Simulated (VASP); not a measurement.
# Nb: relaxation of cell and atoms with PBE

Nb:

```
CELL_PARAMETERS angstrom
0.00000 2.11500 2.11500
2.11500 0.00000 2.11500
2.11500 2.11500 0.00000
ATOMIC_POSITIONS crystal
Nb 0.00000 0.00000 0.00000
```

This isn't the form of Nb at room conditions, which is bcc.

```
Program                : VASP 6.6.1
Task                   : relaxation of cell and atoms
Functional             : PBE
Potentials or basis    : VASP PAW PBE potentials, release 64 (Nb_sv)
Cutoff                 : 600 eV
k mesh                 : 19 × 19 × 19
Occupations            : fermi-dirac, width 0.1 eV
Spin                   : no spin polarisation
Target pressure        : 30 GPa
Dipole correction      : no
Further INCAR settings : ALGO = Normal; EDIFF = 1e-06; IBRION = 2; EDIFFG = -0.03; NSW = 80; ISIF = 3
```

```yaml
Relaxed_volume: 16.26 Å³/atom
Relaxed_cell: a = 2.843 Å, b = 2.843 Å, c = 2.843 Å, α = 60.00°, β = 60.00°, γ = 60.00°
Space_group_after_relaxing_to_0.1_Å: Fm-3m (No. 225)
Energy_change_on_relaxing_the_run_minimises_the_enthalpy: +208.3 meV/atom
Ionic_steps: 5
Pressure_after_relaxing: 30.0 GPa
Band_gap_on_the_k_mesh: zero (an odd number of electrons rules out a gap without spin polarisation)
```

The path:
| step | energy change (eV) | largest force (eV/Å) | pressure (GPa) | volume (Å³) |
| --- | --- | --- | --- | --- |
| 1 | 0.0000 | 0.0000 | -1.53 | 18.92 |
| 2 | 4.3428 | 0.0000 | 260.11 | 10.45 |
| 3 | 0.1369 | 0.0000 | 23.47 | 16.68 |
| 4 | 0.1870 | 0.0000 | 28.15 | 16.37 |
| 5 | 0.2083 | 0.0000 | 30.03 | 16.26 |

Final structure:
```cif
data_structure
_symmetry_space_group_name_H-M 'P 1'
_symmetry_Int_Tables_number 1
_cell_length_a 2.8434
_cell_length_b 2.8434
_cell_length_c 2.8434
_cell_angle_alpha 60.000
_cell_angle_beta 60.000
_cell_angle_gamma 60.000
_cell_volume 16.26
loop_
_atom_site_label
_atom_site_type_symbol
_atom_site_fract_x
_atom_site_fract_y
_atom_site_fract_z
_atom_site_occupancy
Nb1 Nb 0.00000 0.00000 0.00000 1
```

Levels at points of the mesh, in eV from the Fermi level:
```tsv
k point	band 2	band 3	band 4	band 5	band 6	band 7	band 8	band 9	band 10
(0.00, 0.00, 0.00)	-29.74	-29.74	-29.74	-6.53	-0.03	-0.03	-0.03	3.13	3.13
```

Run time: 3.4 min on 1 thread of Intel Xeon 8259CL (shared host), peak memory 0.19 GiB.

Caveat: the cell is relaxed towards a set pressure, so the run minimises the enthalpy, not the energy.
